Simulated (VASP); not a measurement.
# SiO2 (P4_2/mnm) in VASP: single point with PBE

Aim: the single point of SiO2 with PBE.

All numbers are computed with VASP 6.6.1; they aren't measurements. Logs are shortened: lines on timing, memory, paths and dates and some standing lists are left out, and cuts for length are marked.

## Step 1: The cell of the first run

Symmetry: P4_2/mnm, No. 136, tetragonal system. Conventional cell: a = 4.236 Å, b = 4.236 Å, c = 2.691 Å, α = 90.00°, β = 90.00°, γ = 90.00°. Si (site symmetry mmm) has 6 O at 1.77 to 1.84 Å within 2.4 Å. Within 2.4 Å of O (site symmetry m2m) lie 3 Si at 1.77 to 1.84 Å and 1 O at 2.31 Å.

## Step 2: Single point, PBE

The input, INCAR:

```
SYSTEM = SiO2
  ALGO = Normal
  EDIFF = 1E-7
  ENCUT = 520
  GGA = PE
  ISIF = 2
  ISMEAR = 0
  LASPH = .True.
  LCHARG = .False.
  LREAL = .False.
  LWAVE = .False.
  NBANDS = 25
  NELM = 60
  PREC = Accurate
  SIGMA = 0.02
```

The input, KPOINTS:

```
k-points
0
Gamma
  6 6 8
  0 0 0
```

The input, POSCAR:

```
SiO2
1.0
    4.2355353035      0.0000000000      0.0000000000
    0.0000000000      4.2355353035      0.0000000000
    0.0000000000      0.0000000000      2.6907809260
Si O
2 4
Direct
    0.5000000000      0.5000000000      0.5000000000
    0.0000000000      0.0000000000      0.0000000000
    0.1930666755      0.8069333245      0.5000000000
    0.3069333245      0.3069333245      0.0000000000
    0.8069333245      0.1930666755      0.5000000000
    0.6930666755      0.6930666755      0.0000000000
```

Potentials or basis: VASP PAW PBE potentials, release 64 (Si, O).

Command:

```bash
$ cat potpaw_PBE.64/Si/POTCAR potpaw_PBE.64/O/POTCAR > POTCAR
$ mpirun -np 1 vasp_std > vasp.out
```

OUTCAR:

```text
SYSTEM = SiO2
   EDIFF = 1E-7
   ENCUT = 520
   GGA = PE
   ISIF = 2
   ISMEAR = 0
   LASPH = .True.
   LREAL = .False.
   NELM = 60
   PREC = Accurate

 ion  position               nearest neighbor table
   1  0.500  0.500  0.500-   4 1.77   6 1.77   4 1.77   6 1.77   5 1.84   3 1.84
   2  0.000  0.000  0.000-   3 1.77   5 1.77   3 1.77   5 1.77   4 1.84   6 1.84
   3  0.193  0.807  0.500-   2 1.77   2 1.77   1 1.84
   4  0.307  0.307  0.000-   1 1.77   1 1.77   2 1.84
   5  0.807  0.193  0.500-   2 1.77   2 1.77   1 1.84
   6  0.693  0.693  0.000-   1 1.77   1 1.77   2 1.84

  LATTYP: Found a simple tetragonal cell.
 ALAT       =     4.2355353035
 C/A-ratio  =     0.6352870967

  Lattice vectors:

 A1 = (   4.2355353035,   0.0000000000,   0.0000000000)
 A2 = (   0.0000000000,   4.2355353035,   0.0000000000)
 A3 = (   0.0000000000,   0.0000000000,   2.6907809260)

Analysis of symmetry for initial positions (statically):
=====================================================================
 Subroutine PRICEL returns:
 Original cell was already a primitive cell.

 Routine SETGRP: Setting up the symmetry group for a
 simple tetragonal supercell.

 Subroutine GETGRP returns: Found 16 space group operations
 (whereof  8 operations were pure point group operations)
 out of a pool of 16 trial point group operations.

The static configuration has the point symmetry D_2h.
 The point group associated with its full space group is D_4h.

Analysis of symmetry for dynamics (positions and initial velocities):
=====================================================================
 Subroutine PRICEL returns:
 Original cell was already a primitive cell.

 Routine SETGRP: Setting up the symmetry group for a
 simple tetragonal supercell.

 Subroutine GETGRP returns: Found 16 space group operations
 (whereof  8 operations were pure point group operations)
 out of a pool of 16 trial point group operations.

The dynamic configuration has the point symmetry D_2h.
 The point group associated with its full space group is D_4h.

 Subroutine INISYM returns: Found 16 space group operations
 (whereof  8 operations are pure point group operations),
 and found     1 'primitive' translations

----------------------------------------------------------------------------------------

                                     Primitive cell

  volume of cell :      48.2720

  direct lattice vectors                    reciprocal lattice vectors
     4.235535303  0.000000000  0.000000000     0.236097666  0.000000000  0.000000000
     0.000000000  4.235535303  0.000000000     0.000000000  0.236097666  0.000000000
     0.000000000  0.000000000  2.690780926     0.000000000  0.000000000  0.371639322

  length of vectors
     4.235535303  4.235535303  2.690780926     0.236097666  0.236097666  0.371639322

  position of ions in fractional coordinates (direct lattice)
     0.500000000  0.500000000  0.500000000
     0.000000000  0.000000000  0.000000000
     0.193066675  0.806933325  0.500000000
     0.306933325  0.306933325  0.000000000
     0.806933325  0.193066675  0.500000000
     0.693066675  0.693066675  0.000000000

  ion indices of the primitive-cell ions
   primitive index   ion index
                 1           1
                 2           2
                 3           3
                 4           4
                 5           5
                 6           6

----------------------------------------------------------------------------------------

 KPOINTS: k-points

Automatic generation of k-mesh.
 Grid dimensions read from file:
 generate k-points for:    6    6    8

 Generating k-lattice:

  Cartesian coordinates                     Fractional coordinates (reciprocal lattice)
     0.039349611  0.000000000  0.000000000     0.166666667  0.000000000  0.000000000
     0.000000000  0.039349611  0.000000000     0.000000000  0.166666667  0.000000000
     0.000000000  0.000000000  0.046454915     0.000000000  0.000000000  0.125000000

  Length of vectors
     0.039349611  0.039349611  0.046454915

  Shift w.r.t. Gamma in fractional coordinates (k-lattice)
     0.000000000  0.000000000  0.000000000

 Subroutine IBZKPT returns following result:
 ===========================================

 Found     50 irreducible k-points:

 Following reciprocal coordinates:
            Coordinates               Weight
  0.000000  0.000000  0.000000      1.000000
  0.166667  0.000000  0.000000      4.000000
  0.333333  0.000000  0.000000      4.000000
  0.500000  0.000000  0.000000      2.000000
  0.166667  0.166667  0.000000      4.000000
  0.333333  0.166667  0.000000      8.000000
[... 16 lines left out ...]
  0.333333  0.000000  0.250000      8.000000
  0.500000  0.000000  0.250000      4.000000
 [... further k-points ...]
   k-points           NKPTS =     50   k-points in BZ     NKDIM =     50   number of bands    NBANDS=     25
   number of dos      NEDOS =    301   number of ions     NIONS =      6
   total plane-waves  NPLWV =  20480
   dimension x,y,z NGX =    32 NGY =   32 NGZ =   20
   dimension x,y,z NGXF=    64 NGYF=   64 NGZF=   40
   ions per type =               2   4
   NGX,Y,Z   is equivalent  to a cutoff of  12.56, 12.56, 12.36 a.u.
   NGXF,Y,Z  is equivalent  to a cutoff of  25.12, 25.12, 24.71 a.u.
 SYSTEM =  SiO2
   PREC   = accura    normal or accurate (medium, high low for compatibility)
   ISTART =      0    job   : 0-new  1-cont  2-samecut
   ICHARG =      2    charge: 1-file 2-atom 10-const
   ISPIN  =      1    spin polarized calculation?
   LNONCOLLINEAR =      F non collinear calculations
   LSORBIT =      F    spin-orbit coupling
   LASPH  =      T    aspherical Exc in radial PAW
   ENCUT  =  520.0 eV  38.22 Ry    6.18 a.u.   7.88  7.88  5.00*2*pi/ulx,y,z
   NELM   =     60;   NELMIN=  2; NELMDL= -5     # of ELM steps
   EDIFF  = 0.1E-06   stopping-criterion for ELM
   LREAL  =      F    real-space projection
   EDIFFG = 0.1E-05   stopping-criterion for IOM
   NSW    =      0    number of steps for IOM
   IBRION =     -1    ionic relax: 0-MD 1-quasi-New 2-CG
   NFREE  =      0    steps in history (QN), initial steepest desc. (CG)
   ISIF   =      2    stress and relaxation
   ISYM   =      2    0-nonsym 1-usesym 2-fastsym
   POTIM  = 0.5000    time-step for ionic-motion
   TEBEG  =    0.0;   TEEND  =   0.0 temperature during run
   PSTRESS=    0.0 pullay stress
   NELECT =      32.0000    total number of electrons
   NUPDOWN=      -1.0000    fix difference up-down
   EMIN   =  10.00;   EMAX   =-10.00  energy-range for DOS
   EFERMI =   0.00;   METHOD = LEGACY
   ISMEAR =     0;   SIGMA  =   0.02  broadening in eV -4-tet -1-fermi 0-gaus
   EFERMI_NEDOS =   21; number of points for ismear=-14 and -15
   IALGO  =     38    algorithm
   IMIX   =      4    mixing-type and parameters
     AMIX     =   0.40;   BMIX     =  1.00
     AMIX_MAG =   1.60;   BMIX_MAG =  1.00
  volume/ion in A,a.u.               =       8.05        54.29
  Fermi-wavevector in a.u.,A,eV,Ry     =   1.427446  2.697483 27.723279  2.037604
  Thomas-Fermi vector in A             =   2.547615
   LORBIT       =      0    0 simple, 1 ext, 2 COOP (PROOUT), +10 PAW based schemes
   GGA     = PE    functional components
   LHFCALC =     F    Hartree Fock is set to
   AEXX    =    0.0000 exact exchange contribution
   IVDW    =     0    specifies the selected vdW correction
   LEPSILON=     F    determine dielectric tensor
   LRPA    =     F    only Hartree local field effects (RPA)
 non-spin polarized calculation
 Gauss-broadening in eV      SIGMA  =   0.02
  energy-cutoff  :      520.00
  volume of cell :       48.27
 maximum number of plane-waves:      1336
 NGX is ok and might be reduce to    32
   NGX = 15   NGY = 15   NGZ = 11

 number of electron      31.9999991 magnetization

 Free energy of the ion-electron system (eV)
  ---------------------------------------------------
  ext. energy  EPLUGINS =         0.00000000
  ---------------------------------------------------
  free energy    TOTEN  =       -46.31687689 eV

  energy without entropy =      -46.31687689  energy(sigma->0) =      -46.31687689

 E-fermi :   7.8896     XC(G=0): -12.0809

 val. band max:        7.7345644570   @ k =   0.0000   0.0000   0.0000
 cond. band min:      12.7590120987   @ k =   0.0000   0.0000   0.0000
 fundamental gap:      5.0244476417
 Fermi energy:         7.8895731088

 k-point     1 :       0.0000    0.0000    0.0000
  band No.  band energies     occupation
      1     -14.4780      2.00000
      2     -11.0173      2.00000
      3     -11.0173      2.00000
      4     -10.8567      2.00000
      5      -2.8759      2.00000
      6       1.5004      2.00000
[... 17 lines left out ...]
     24      21.4306      0.00000
     25      23.0790      0.00000

 k-point     2 :       0.1667    0.0000    0.0000
  band No.  band energies     occupation
      1     -14.3397      2.00000
      2     -11.6639      2.00000
      3     -10.9494      2.00000
      4     -10.4963      2.00000
      5      -2.6811      2.00000
      6       0.7649      2.00000
[... 17 lines left out ...]
     24      20.9297      0.00000
     25      22.9538      0.00000

 k-point     3 :       0.3333    0.0000    0.0000
  band No.  band energies     occupation
      1     -13.9351      2.00000
      2     -12.5037      2.00000
      3     -10.7678      2.00000
      4     -10.4017      2.00000
      5      -2.1445      2.00000
      6      -0.3400      2.00000
[... 552 lines left out ...]
 k-point    23 :       0.3333    0.0000    0.2500
  band No.  band energies     occupation
      1     -13.2139      2.00000
      2     -11.9762      2.00000
      3     -10.5106      2.00000
      4     -10.3433      2.00000
      5      -1.6895      2.00000
      6       0.1320      2.00000
[... 17 lines left out ...]
     24      20.4455      0.00000
     25      21.3646      0.00000

 k-point    24 :       0.5000    0.0000    0.2500
  band No.  band energies     occupation
      1     -12.6538      2.00000
      2     -12.6538      2.00000
      3     -10.3951      2.00000
      4     -10.3951      2.00000
      5      -0.7665      2.00000
      6      -0.7665      2.00000
[... 17 lines left out ...]
     24      20.5034      0.00000
     25      21.2802      0.00000

 [... further k-points ...]

------------------------ aborting loop because EDIFF is reached ----------------------------------------

  FORCE on cell =-STRESS in cart. coord.  units (eV):
  Direction    XX          YY          ZZ          XY          YZ          ZX
  --------------------------------------------------------------------------------------
  -------------------------------------------------------------------------------------
  Total       -0.0149588     -0.0149588      0.1571292      0.0000000      0.0000000      0.0000000
  in kB       -0.4964934     -0.4964934      5.2152173      0.0000000      0.0000000      0.0000000
  external PRESSURE =       1.4074102 kB  Pullay stress =       0.0000000 kB

 VOLUME and BASIS-vectors are now :
 -----------------------------------------------------------------------------
  energy-cutoff  :      520.00
  volume of cell :       48.27
      direct lattice vectors                 reciprocal lattice vectors
     4.235535303  0.000000000  0.000000000     0.236097666  0.000000000  0.000000000
     0.000000000  4.235535303  0.000000000     0.000000000  0.236097666  0.000000000
     0.000000000  0.000000000  2.690780926     0.000000000  0.000000000  0.371639322

 POSITION                                       TOTAL-FORCE (eV/Angst)
 -----------------------------------------------------------------------------------
      2.11777      2.11777      1.34539         0.000000     -0.000000     -0.000000
      0.00000      0.00000      0.00000         0.000000     -0.000000     -0.000000
      0.81774      3.41779      1.34539         0.008345     -0.008345     -0.000000
      1.30003      1.30003      0.00000        -0.008345     -0.008345      0.000000
      3.41779      0.81774      1.34539        -0.008345      0.008345     -0.000000
      2.93551      2.93551      0.00000         0.008345      0.008345     -0.000000
 -----------------------------------------------------------------------------------
    total drift:                                0.000000      0.000000     -0.000000

  FREE ENERGIE OF THE ION-ELECTRON SYSTEM (eV)
  ---------------------------------------------------
  free  energy   TOTEN  =       -46.3168768945 eV

  energy  without entropy=      -46.3168768945  energy(sigma->0) =      -46.31687689
```

It took 62 s on 1 thread of Intel Xeon 8259CL, shared host; peak memory 0.18 GiB.

Results:

- Free energy: -46.3169 eV
- Pressure: 0.1 GPa
- Largest force: 0.012 eV/Å
- Band gap on the k mesh: 5.02 eV

Forces in eV/Å, atoms in the order of the input:
```
Si   0.000  0.000  0.000
Si   0.000  0.000  0.000
O    0.008 -0.008  0.000
O   -0.008 -0.008  0.000
O   -0.008  0.008  0.000
O    0.008  0.008  0.000
```

A k mesh can miss the band edges.
